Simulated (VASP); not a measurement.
A run of VASP 6.6.1:

File INCAR:

```
SYSTEM = BaTiO3
PREC = Accurate ; ENCUT = 600
EDIFF = 1E-6 ; ISMEAR = 0
SIGMA = 0.02 ; LREAL = .FALSE.
LASPH = .TRUE. ; NELM = 120
ALGO = Normal ; ISIF = 2
LWAVE = .FALSE. ; LCHARG = .FALSE.
NBANDS = 28 ; GGA_COMPAT = .FALSE.
```

The input KPOINTS:

```
Automatic mesh
0
G
  8 8 8
  0 0 0
```

The input POSCAR:

```
BaTiO3
1.0
    3.8127320756      0.0000000000      0.0000000000
    0.0000000000      3.8127320756      0.0000000000
    0.0000000000      0.0000000000      3.8127320756
Ba Ti O
1 1 3
Direct
    0.0000000000      0.0000000000      0.0000000000
    0.5000000000      0.5000000000      0.5000000000
    0.5000000000      0.5000000000      0.0000000000
    0.0000000000      0.5000000000      0.5000000000
    0.5000000000      0.0000000000      0.5000000000
```

Potentials or basis: VASP PAW LDA potentials, release 64 (Ba_sv, Ti_sv, O).

Run with:

```sh
$ cat potpaw_LDA.64/Ba_sv/POTCAR potpaw_LDA.64/Ti_sv/POTCAR potpaw_LDA.64/O/POTCAR > POTCAR
$ mpirun -np 1 vasp_std > vasp.out
```

Hardware: 1 thread of Intel Xeon 8259CL (shared host).

Q: How long does it take, and how much memory?

A: It took 110 s on 1 thread of Intel Xeon 8259CL, on a shared host, peak memory 0.19 GiB. Counts: scf iterations 17, k points 35.
